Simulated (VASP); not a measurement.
# AlN in VASP: settings compared, part 2 of 2

VASP 6.6.1. The steps go on from the part before.

### 4 Single point, PBE (uniaxial x strain +5.5%)

INCAR reads:

```
SYSTEM = AlN
ALGO = Normal
EDIFF = 1E-7
ENCUT = 520
GGA = PE
ISIF = 2
ISMEAR = -1
LASPH = .TRUE.
LCHARG = .FALSE.
LREAL = .FALSE.
LWAVE = .FALSE.
NBANDS = 16
NELM = 100
PREC = Accurate
SIGMA = 0.02
```

KPOINTS reads:

```
k-points
0
G
  12 12 6
  0 0 0
```

POSCAR reads:

```
AlN
1.0
    3.4727673865      0.0000000000      0.0000000000
   -1.7363836932      2.8512559520      0.0000000000
    0.0000000000      0.0000000000      4.1369586244
Al N
2 2
Direct
    0.3309420899      0.6618841798      0.2500000000
    0.6690579101      0.3381158202      0.7500000000
    0.6714503822      0.3429007644      0.2500000000
    0.3285496178      0.6570992356      0.7500000000
```

Potentials or basis: VASP PAW PBE potentials, release 64 (Al, N).

Run with:

```bash
$ cat potpaw_PBE.64/Al/POTCAR potpaw_PBE.64/N/POTCAR > POTCAR
$ mpirun -np 1 vasp_std > vasp.out
```

OUTCAR:

```text
SYSTEM = AlN
   EDIFF = 1E-7
   ENCUT = 520
   GGA = PE
   ISIF = 2
   ISMEAR = -1
   LASPH = .TRUE.
   LREAL = .FALSE.
   NELM = 100
   PREC = Accurate

 ion  position               nearest neighbor table
   1  0.331  0.662  0.250-   3 1.94   3 1.96   3 1.96   4 2.07   4 2.07   2 2.83   2 2.83   2 2.85
                             2 2.85   2 2.85   2 2.85
   2  0.669  0.338  0.750-   4 1.94   4 1.96   4 1.96   3 2.07   3 2.07   1 2.83   1 2.83   1 2.85
                             1 2.85   1 2.85   1 2.85
   3  0.671  0.343  0.250-   1 1.94   1 1.96   1 1.96   2 2.07   2 2.07
   4  0.329  0.657  0.750-   2 1.94   2 1.96   2 1.96   1 2.07   1 2.07

  Warning from LATTYP: Monoclinic adjustment (A1->A3, A2->A1, A3->A2)!
  LATTYP: Found a base centered orthorhombic cell.
 ALAT       =     3.4727673865
 B/A-ratio  =     1.6420656120
 C/A-ratio  =     1.1912570478

  Lattice vectors:

 A1 = (   1.7363836932,  -2.8512559520,   0.0000000000)
 A2 = (   1.7363836933,   2.8512559520,   0.0000000000)
 A3 = (   0.0000000000,   0.0000000000,   4.1369586244)

Analysis of symmetry for initial positions (statically):
=====================================================================
 Subroutine PRICEL returns:
 Original cell was already a primitive cell.

 Routine SETGRP: Setting up the symmetry group for a
 base centered orthorhombic supercell.

 Subroutine GETGRP returns: Found  8 space group operations
 (whereof  4 operations were pure point group operations)
 out of a pool of  8 trial point group operations.

The static configuration has the point symmetry C_2h.
 The point group associated with its full space group is D_2h.

Analysis of symmetry for dynamics (positions and initial velocities):
=====================================================================
 Subroutine PRICEL returns:
 Original cell was already a primitive cell.

 Routine SETGRP: Setting up the symmetry group for a
 base centered orthorhombic supercell.

 Subroutine GETGRP returns: Found  8 space group operations
 (whereof  4 operations were pure point group operations)
 out of a pool of  8 trial point group operations.

[... 124 lines left out ...]
     AMIX     =   0.40;   BMIX     =  1.00
     AMIX_MAG =   1.60;   BMIX_MAG =  1.00
  volume/ion in A,a.u.               =      10.24        69.11
  Fermi-wavevector in a.u.,A,eV,Ry     =   1.196696  2.261427 19.484646  1.432081
  Thomas-Fermi vector in A             =   2.332630
   LORBIT       =      0    0 simple, 1 ext, 2 COOP (PROOUT), +10 PAW based schemes
   GGA     = PE    functional components
   LHFCALC =     F    Hartree Fock is set to
   AEXX    =    0.0000 exact exchange contribution
   IVDW    =     0    specifies the selected vdW correction
   LEPSILON=     F    determine dielectric tensor
   LRPA    =     F    only Hartree local field effects (RPA)
 non-spin polarized calculation
  energy-cutoff  :      520.00
  volume of cell :       40.96
 maximum number of plane-waves:      1122
 NGX is ok and might be reduce to    28
   NGX = 13   NGY = 13   NGZ = 15

 number of electron      15.9999998 magnetization

 Free energy of the ion-electron system (eV)
  ---------------------------------------------------
  ext. energy  EPLUGINS =         0.00000000
  ---------------------------------------------------
  free energy    TOTEN  =       -29.24896050 eV

  energy without entropy =      -29.24896050  energy(sigma->0) =      -29.24896050

 E-fermi :   7.8683     XC(G=0): -11.0307

 val. band max:        7.4641097600   @ k =   0.0000   0.0000   0.0000
 cond. band min:      10.6071522528   @ k =   0.0000   0.0000   0.0000
 fundamental gap:      3.1430424927
 Fermi energy:         7.8682670292

 k-point     1 :       0.0000    0.0000    0.0000
  band No.  band energies     occupation
      1      -8.9511      2.00000
      2      -5.3125      2.00000
      3       0.9944      2.00000
      4       4.1282      2.00000
      5       4.5562      2.00000
      6       6.0549      2.00000
[... 433 lines left out ...]
      3       1.3003      2.00000
      4       3.1049      2.00000
      5       3.1885      2.00000
      6       3.5438      2.00000
[... 8 lines left out ...]
     15      19.9856      0.00000
     16      20.4439      0.00000

 [... further k-points ...]
[... 5 lines left out ...]
  --------------------------------------------------------------------------------------
  -------------------------------------------------------------------------------------
  Total       -3.2221964     -1.0710134     -0.6535330     -0.0000000     -0.0000000      0.0000000
  in kB     -126.0287158    -41.8901960    -25.5614224     -0.0000000     -0.0000000      0.0000000
  external PRESSURE =     -64.4934447 kB  Pullay stress =       0.0000000 kB

 VOLUME and BASIS-vectors are now :
 -----------------------------------------------------------------------------
  energy-cutoff  :      520.00
  volume of cell :       40.96
      direct lattice vectors                 reciprocal lattice vectors
     3.472767387  0.000000000  0.000000000     0.287954789  0.175361317  0.000000000
    -1.736383693  2.851255952  0.000000000     0.000000000  0.350722635  0.000000000
     0.000000000  0.000000000  4.136958624     0.000000000  0.000000000  0.241723471

 POSITION                                       TOTAL-FORCE (eV/Angst)
 -----------------------------------------------------------------------------------
      0.00000      1.88720      1.03424        -0.000000     -0.018950      0.000000
      1.73638      0.96405      3.10272         0.000000      0.018950     -0.000000
      1.73638      0.97770      1.03424         0.000000      0.025661     -0.000000
      0.00000      1.87356      3.10272        -0.000000     -0.025661      0.000000
 -----------------------------------------------------------------------------------
    total drift:                                0.000000      0.000000     -0.000000

  FREE ENERGIE OF THE ION-ELECTRON SYSTEM (eV)
  ---------------------------------------------------
  free  energy   TOTEN  =       -29.2489604954 eV

  energy  without entropy=      -29.2489604954  energy(sigma->0) =      -29.24896050
```

stdout:

```text
POSCAR found type information on POSCAR AlN
 POSCAR found :  2 types and       4 ions
 scaLAPACK will be used
 LDA part: xc-table for (Slater+PW92), standard interpolation
 POSCAR, INCAR and KPOINTS ok, starting setup
 FFT: planning ... GRIDC
 FFT: planning ... GRID_SOFT
 FFT: planning ... GRID
 WAVECAR not read
 entering main loop
```

It took 44 s on 1 thread of Intel Xeon 6975P-C (Granite Rapids), shared host; peak memory 0.22 GiB.

Results:

```yaml
Free_energy: -29.2490 eV
Pressure: -6.4 GPa
Largest_force: 0.026 eV/Å
Band_gap_on_the_k_mesh: 3.14 eV, direct
```

Forces in eV/Å, atoms in the order of the input:
```
Al   0.000 -0.019  0.000
Al   0.000  0.019  0.000
N    0.000  0.026  0.000
N    0.000 -0.026  0.000
```

Levels at points of the mesh, in eV from the valence-band top:
```
           k point  band 6  band 7  band 8  band 9  band 10  band 11
(0.00, 0.00, 0.00)   -1.41   -1.23    0.00    3.14     4.13     7.62
(0.50, 0.00, 0.00)   -3.94   -2.74   -1.02    4.06     7.31     7.64
(0.00, 0.50, 0.00)   -3.73   -2.64   -1.31    3.50     6.71     7.20
(0.00, 0.00, 0.50)   -2.43   -2.09   -2.09    5.55     5.55     7.93
(0.50, 0.00, 0.50)   -2.85   -1.42   -1.42    5.21     5.21     9.65
(0.00, 0.50, 0.50)   -3.31   -1.65   -1.65    5.04     5.04     9.66
```

Caveat: the cell differs from its parent crystal (uniaxial x strain +5.5%). A k mesh can miss the band edges.

### 5 Single point, r2SCAN (uniaxial x strain +5.5%)

POSCAR is that of step 4.

INCAR.step1 reads:

```
SYSTEM = AlN
PREC = Accurate ; ENCUT = 520
ISMEAR = 0 ; SIGMA = 0.01
LREAL = .FALSE. ; LASPH = .TRUE.
NELM = 80 ; NBANDS = 16
GGA = PE ; ALGO = Normal
EDIFF = 1E-4 ; LWAVE = .TRUE.
LCHARG = .FALSE.
```

INCAR.step2 reads:

```
SYSTEM = AlN
PREC = Accurate ; ENCUT = 520
EDIFF = 1E-6 ; ISMEAR = 0
SIGMA = 0.01 ; LREAL = .FALSE.
LASPH = .TRUE. ; NELM = 80
ALGO = Normal ; ISIF = 2
LWAVE = .FALSE. ; LCHARG = .FALSE.
METAGGA = R2SCAN ; LMIXTAU = .TRUE.
NBANDS = 16 ; ISTART = 1
```

KPOINTS reads:

```
regular mesh
0
G
  12 12 6
  0 0 0
```

Potentials or basis: VASP PAW PBE potentials, release 64 (Al, N).

Run with:

```bash
$ cat potpaw_PBE.64/Al/POTCAR potpaw_PBE.64/N/POTCAR > POTCAR
$ cp INCAR.step1 INCAR
$ mpirun -np 1 vasp_std > vasp.out
$ cp INCAR.step2 INCAR
$ mpirun -np 1 vasp_std > vasp.out
```

OUTCAR:

```text
SYSTEM = AlN
   PREC = Accurate
   ENCUT = 520
   EDIFF = 1E-6
   ISMEAR = 0
   LREAL = .FALSE.
   LASPH = .TRUE.
   NELM = 80
   ISIF = 2
   METAGGA = R2SCAN
   ISTART = 1

 ion  position               nearest neighbor table
   1  0.331  0.662  0.250-   3 1.94   3 1.96   3 1.96   4 2.07   4 2.07   2 2.83   2 2.83   2 2.85
                             2 2.85   2 2.85   2 2.85
   2  0.669  0.338  0.750-   4 1.94   4 1.96   4 1.96   3 2.07   3 2.07   1 2.83   1 2.83   1 2.85
                             1 2.85   1 2.85   1 2.85
   3  0.671  0.343  0.250-   1 1.94   1 1.96   1 1.96   2 2.07   2 2.07
   4  0.329  0.657  0.750-   2 1.94   2 1.96   2 1.96   1 2.07   1 2.07

  Warning from LATTYP: Monoclinic adjustment (A1->A3, A2->A1, A3->A2)!
  LATTYP: Found a base centered orthorhombic cell.
 ALAT       =     3.4727673865
 B/A-ratio  =     1.6420656120
 C/A-ratio  =     1.1912570478

  Lattice vectors:

 A1 = (   1.7363836932,  -2.8512559520,   0.0000000000)
 A2 = (   1.7363836933,   2.8512559520,   0.0000000000)
 A3 = (   0.0000000000,   0.0000000000,   4.1369586244)

Analysis of symmetry for initial positions (statically):
=====================================================================
 Subroutine PRICEL returns:
 Original cell was already a primitive cell.

 Routine SETGRP: Setting up the symmetry group for a
 base centered orthorhombic supercell.

 Subroutine GETGRP returns: Found  8 space group operations
 (whereof  4 operations were pure point group operations)
 out of a pool of  8 trial point group operations.

The static configuration has the point symmetry C_2h.
 The point group associated with its full space group is D_2h.

Analysis of symmetry for dynamics (positions and initial velocities):
=====================================================================
 Subroutine PRICEL returns:
 Original cell was already a primitive cell.

 Routine SETGRP: Setting up the symmetry group for a
 base centered orthorhombic supercell.

 Subroutine GETGRP returns: Found  8 space group operations
 (whereof  4 operations were pure point group operations)
 out of a pool of  8 trial point group operations.

The dynamic configuration has the point symmetry C_2h.
 The point group associated with its full space group is D_2h.

 Subroutine INISYM returns: Found  8 space group operations
 (whereof  4 operations are pure point group operations),
 and found     1 'primitive' translations

----------------------------------------------------------------------------------------

                                     Primitive cell

  volume of cell :      40.9631

  direct lattice vectors                    reciprocal lattice vectors
     3.472767387  0.000000000  0.000000000     0.287954789  0.175361317  0.000000000
    -1.736383693  2.851255952  0.000000000     0.000000000  0.350722635  0.000000000
     0.000000000  0.000000000  4.136958624     0.000000000  0.000000000  0.241723471

  length of vectors
     3.472767387  3.338366192  4.136958624     0.337149154  0.350722635  0.241723471

  position of ions in fractional coordinates (direct lattice)
     0.330942090  0.661884180  0.250000000
     0.669057910  0.338115820  0.750000000
     0.671450382  0.342900764  0.250000000
     0.328549618  0.657099236  0.750000000

  ion indices of the primitive-cell ions
[... 27 lines left out ...]
 Subroutine IBZKPT returns following result:
 ===========================================

 Found    172 irreducible k-points:

 Following reciprocal coordinates:
            Coordinates               Weight
  0.000000  0.000000  0.000000      1.000000
  0.083333 -0.000000  0.000000      4.000000
  0.166667 -0.000000  0.000000      4.000000
  0.250000 -0.000000  0.000000      4.000000
  0.333333  0.000000  0.000000      4.000000
  0.416667  0.000000  0.000000      4.000000
[... 16 lines left out ...]
  0.333333  0.166667  0.000000      4.000000
  0.416667  0.166667  0.000000      4.000000
 [... further k-points ...]
   k-points           NKPTS =    172   k-points in BZ     NKDIM =    172   number of bands    NBANDS=     16
   number of dos      NEDOS =    301   number of ions     NIONS =      4
   total plane-waves  NPLWV =  25088
   dimension x,y,z NGX =    28 NGY =   28 NGZ =   32
   dimension x,y,z NGXF=    56 NGYF=   56 NGZF=   64
   ions per type =               2   2
   NGX,Y,Z   is equivalent  to a cutoff of  13.40, 13.94, 12.86 a.u.
   NGXF,Y,Z  is equivalent  to a cutoff of  26.81, 27.89, 25.72 a.u.
 SYSTEM =  AlN
   PREC   = accura    normal or accurate (medium, high low for compatibility)
   ISTART =      1    job   : 0-new  1-cont  2-samecut
   ICHARG =      0    charge: 1-file 2-atom 10-const
   ISPIN  =      1    spin polarized calculation?
   LNONCOLLINEAR =      F non collinear calculations
   LSORBIT =      F    spin-orbit coupling
   LASPH  =      T    aspherical Exc in radial PAW
   ENCUT  =  520.0 eV  38.22 Ry    6.18 a.u.   6.46  6.21  7.69*2*pi/ulx,y,z
   NELM   =     80;   NELMIN=  2; NELMDL=  0     # of ELM steps
   EDIFF  = 0.1E-05   stopping-criterion for ELM
   LREAL  =      F    real-space projection
   EDIFFG = 0.1E-04   stopping-criterion for IOM
   NSW    =      0    number of steps for IOM
   IBRION =     -1    ionic relax: 0-MD 1-quasi-New 2-CG
   NFREE  =      0    steps in history (QN), initial steepest desc. (CG)
   ISIF   =      2    stress and relaxation
   ISYM   =      2    0-nonsym 1-usesym 2-fastsym
   POTIM  = 0.5000    time-step for ionic-motion
   TEBEG  =    0.0;   TEEND  =   0.0 temperature during run
   PSTRESS=    0.0 pullay stress
   NELECT =      16.0000    total number of electrons
   NUPDOWN=      -1.0000    fix difference up-down
   EMIN   =  10.00;   EMAX   =-10.00  energy-range for DOS
   EFERMI =   0.00;   METHOD = LEGACY
   ISMEAR =     0;   SIGMA  =   0.01  broadening in eV -4-tet -1-fermi 0-gaus
   EFERMI_NEDOS =   21; number of points for ismear=-14 and -15
   IALGO  =     38    algorithm
   IMIX   =      4    mixing-type and parameters
     AMIX     =   0.40;   BMIX     =  1.00
     AMIX_MAG =   1.60;   BMIX_MAG =  1.00
  volume/ion in A,a.u.               =      10.24        69.11
  Fermi-wavevector in a.u.,A,eV,Ry     =   1.196696  2.261427 19.484646  1.432081
  Thomas-Fermi vector in A             =   2.332630
   LORBIT       =      0    0 simple, 1 ext, 2 COOP (PROOUT), +10 PAW based schemes
   METAGGA = R2SCAN    functional components
   LHFCALC =     F    Hartree Fock is set to
   AEXX    =    0.0000 exact exchange contribution
   IVDW    =     0    specifies the selected vdW correction
   LEPSILON=     F    determine dielectric tensor
   LRPA    =     F    only Hartree local field effects (RPA)
 non-spin polarized calculation
 Gauss-broadening in eV      SIGMA  =   0.01
  energy-cutoff  :      520.00
  volume of cell :       40.96
 maximum number of plane-waves:      1122
 NGX is ok and might be reduce to    28
   NGX = 13   NGY = 13   NGZ = 15

 number of electron      15.9999998 magnetization

 Free energy of the ion-electron system (eV)
  ---------------------------------------------------
  ext. energy  EPLUGINS =         0.00000000
  ---------------------------------------------------
  free energy    TOTEN  =       -37.88211137 eV

  energy without entropy =      -37.88211137  energy(sigma->0) =      -37.88211137

 E-fermi :   7.3542     XC(G=0): -11.5597

 val. band max:        7.2790776554   @ k =   0.0000   0.0000   0.0000
 cond. band min:      10.9972232703   @ k =   0.0000   0.0000   0.0000
 fundamental gap:      3.7181456149
 Fermi energy:         7.3542421296

 k-point     1 :       0.0000    0.0000    0.0000
  band No.  band energies     occupation
      1      -9.9991      2.00000
      2      -6.3669      2.00000
      3       0.6160      2.00000
      4       3.7981      2.00000
      5       4.2383      2.00000
      6       5.7835      2.00000
[... 433 lines left out ...]
      3       0.9697      2.00000
      4       2.8177      2.00000
      5       2.8650      2.00000
      6       3.2924      2.00000
[... 8 lines left out ...]
     15      20.8308      0.00000
     16      21.3119      0.00000

 [... further k-points ...]
[... 5 lines left out ...]
  --------------------------------------------------------------------------------------
  -------------------------------------------------------------------------------------
  Total       -4.6939269     -2.3525971     -2.1945555     -0.0000000      0.0000000      0.0000000
  in kB     -183.5920306    -92.0163619    -85.8349353     -0.0000000      0.0000000      0.0000000
  external PRESSURE =    -120.4811093 kB  Pullay stress =       0.0000000 kB

 VOLUME and BASIS-vectors are now :
 -----------------------------------------------------------------------------
  energy-cutoff  :      520.00
  volume of cell :       40.96
      direct lattice vectors                 reciprocal lattice vectors
     3.472767387  0.000000000  0.000000000     0.287954789  0.175361317  0.000000000
    -1.736383693  2.851255952  0.000000000     0.000000000  0.350722635  0.000000000
     0.000000000  0.000000000  4.136958624     0.000000000  0.000000000  0.241723471

 POSITION                                       TOTAL-FORCE (eV/Angst)
 -----------------------------------------------------------------------------------
      0.00000      1.88720      1.03424        -0.000000     -0.000517     -0.000000
      1.73638      0.96405      3.10272         0.000000      0.000517     -0.000000
      1.73638      0.97770      1.03424         0.000000      0.003700      0.000000
      0.00000      1.87356      3.10272        -0.000000     -0.003700     -0.000000
 -----------------------------------------------------------------------------------
    total drift:                                0.000000      0.000000     -0.000000

  FREE ENERGIE OF THE ION-ELECTRON SYSTEM (eV)
  ---------------------------------------------------
  free  energy   TOTEN  =       -37.8821113662 eV

  energy  without entropy=      -37.8821113662  energy(sigma->0) =      -37.88211137
```

Run time: 2.3 min. Hardware: 1 thread of Intel Xeon 6975P-C (Granite Rapids), shared host; peak memory 0.22 GiB.

Results:

* Free energy: -37.8821 eV
* Pressure: -12.0 GPa
* Largest force: 0.004 eV/Å
* Band gap on the k mesh: 3.72 eV, direct

Forces in eV/Å, atoms in the order of the input:
```
Al   0.000 -0.001  0.000
Al   0.000  0.001  0.000
N    0.000  0.004  0.000
N    0.000 -0.004  0.000
```

Levels at points of the mesh, in eV from the valence-band top:
```
           k point  band 5  band 6  band 7  band 8  band 9  band 10  band 11  band 12
(0.00, 0.00, 0.00)   -3.04   -1.50   -1.31    0.00    3.72     4.91     8.37     9.43
(0.50, 0.00, 0.00)   -4.27   -4.01   -2.81   -1.07    4.72     8.09     8.30     9.92
(0.00, 0.50, 0.00)   -4.53   -3.80   -2.71   -1.36    4.15     7.46     7.84     9.42
(0.00, 0.00, 0.50)   -2.55   -2.55   -2.21   -2.21    6.19     6.19     8.66     8.66
(0.50, 0.00, 0.50)   -2.96   -2.96   -1.48   -1.48    5.83     5.83    10.51    10.51
(0.00, 0.50, 0.50)   -3.43   -3.43   -1.71   -1.71    5.65     5.65    10.53    10.53
```

Caveat: the cell differs from its parent crystal (uniaxial x strain +5.5%); the PAW data sets were made with another functional, which shifts forces and pressure a little. A k mesh can miss the band edges.

### 6 Summary

| level | cell | smearing | gap on the mesh (eV) | pressure (GPa) |
| --- | --- | --- | --- | --- |
| PBE | a = 3.267, b = 3.267, c = 4.105 Å, angles 90.0, 90.0, 120.0°, 4 atoms | fermi-dirac 0.02 eV | 3.64 | 10.7 |
| r2SCAN | a = 3.267, b = 3.267, c = 4.105 Å, angles 90.0, 90.0, 120.0°, 4 atoms | gaussian 0.01 eV | 4.24 | 5.0 |
| PBE | a = 3.473, b = 3.338, c = 4.137 Å, angles 90.0, 90.0, 121.3°, 4 atoms | fermi-dirac 0.02 eV | 3.14 | -6.4 |
| r2SCAN | a = 3.473, b = 3.338, c = 4.137 Å, angles 90.0, 90.0, 121.3°, 4 atoms | gaussian 0.01 eV | 3.72 | -12.0 |

Alike in all rows: task single point; potentials or basis VASP PAW PBE potentials, release 64 (Al, N); no spin polarisation; k mesh 12 × 12 × 6; cutoff (eV) 520.

Caveats: the PAW data sets were made with another functional, which shifts forces and pressure a little (some runs).

Total energies depend on the potentials used, so only differences within one code and one set of settings carry meaning.
